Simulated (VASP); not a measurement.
# WC (P-6m2) in VASP: notebook, part 4 of 4

VASP 6.6.1. The steps go on from the part before.

**6. Single point, PBEsol**

This run uses another cell than the first one: it holds 12 atoms, not 2.

The input, INCAR:

```
PREC = Accurate
ENCUT = 520
EDIFF = 1E-6
ISMEAR = 0
SIGMA = 0.1
LREAL = F
LASPH = T
NELM = 100
ALGO = Normal
ISIF = 2
LWAVE = F
LCHARG = F
GGA = PS
NBANDS = 66
```

The input, KPOINTS:

```
Automatic mesh
0
Gamma
  12 12 6
```

The input, POSCAR:

```
WC
1.0
    4.3481254931     -2.5103914239      0.0000000000
   -4.3481254931     -2.5103914239      0.0000000000
    0.0000000000      0.0000000000     -5.6541020448
W C
6 6
Direct
    0.6666666667      0.3333333333      0.5000000000
    0.6666666667      0.3333333333      1.0000000000
    0.0000000000      1.0000000000      0.5000000000
    0.0000000000      1.0000000000      1.0000000000
    0.3333333333      0.6666666667      0.5000000000
    0.3333333333      0.6666666667      1.0000000000
    0.3333333333      0.3333333333      0.2500000000
    0.3333333333      0.3333333333      0.7500000000
    0.6666666667      0.0000000000      0.2500000000
    0.6666666667      0.0000000000      0.7500000000
    1.0000000000      0.6666666667      0.2500000000
    1.0000000000      0.6666666667      0.7500000000
```

Potentials or basis: VASP PAW PBE potentials, release 64 (W_sv, C).

Command:

```
$ cat potpaw_PBE.64/W_sv/POTCAR potpaw_PBE.64/C/POTCAR > POTCAR
$ mpirun -np 1 vasp_std > vasp.out
```

It took 7.6 min on 1 thread of Intel Xeon Platinum 8488C (Sapphire Rapids), shared host; peak memory 0.53 GiB.

The run converged. Its results:

```yaml
Free_energy: -143.4055 eV
Pressure: 1.3 GPa
Band_gap_on_the_k_mesh: zero (band 54 reaches 11.74 eV, above the bottom of band 55 at 10.73 eV)
```

Stress tensor (GPa, compression positive):
```
1.19 0.00 0.00
0.00 1.19 0.00
0.00 0.00 1.55
```

Levels at points of the mesh, in eV from the Fermi level:
```
           k point  band 51  band 52  band 53  band 54  band 55  band 56  band 57  band 58
(0.00, 0.00, 0.00)    -0.60    -0.60     0.14     0.61     0.61     1.01     1.01     2.08
(0.50, 0.00, 0.00)    -1.87    -1.87    -0.43     0.32     2.28     2.28     2.30     2.30
(0.00, 0.00, 0.50)    -0.80    -0.80     0.64     0.64     0.64     0.64     0.98     0.98
(0.50, 0.00, 0.50)    -1.59    -1.59    -0.93    -0.93     1.47     1.47     1.47     1.47
```

Caveat: the PAW data sets were made with another functional, which shifts forces and pressure a little; spin-orbit coupling is left out, which moves the levels of the heavy elements.

**7. Summary**

```tsv
task	cell	k mesh	cutoff (eV)	gap on the mesh (eV)	pressure (GPa)
single point	a = 2.901, b = 2.901, c = 2.830 Å, angles 90.0, 90.0, 120.0°, 2 atoms	18 × 18 × 14	520	none	0.3
single point	a = 2.896, b = 2.896, c = 2.826 Å, angles 90.0, 90.0, 120.0°, 2 atoms	18 × 18 × 14	520	none	2.3
relaxation of cell and atoms	relaxed to 25 GPa from a = 2.843, b = 2.843, c = 2.780 Å, angles 90.0, 90.0, 120.0°, 2 atoms	18 × 18 × 14	600	none	25.0
single point	a = 5.021, b = 5.021, c = 5.654 Å, angles 90.0, 90.0, 120.0°, 12 atoms	12 × 12 × 6	520	none	1.3
```

Alike in all rows: level PBEsol; potentials or basis VASP PAW PBE potentials, release 64 (W_sv, C); no spin polarisation; smearing gaussian 0.1 eV.

Caveats: the PAW data sets were made with another functional, which shifts forces and pressure a little; spin-orbit coupling is left out, which moves the levels of the heavy elements; the cell is relaxed towards a set pressure, so the enthalpy falls and the energy may rise (some runs).

Total energies depend on the potentials used, so only differences within one code and one set of settings carry meaning.
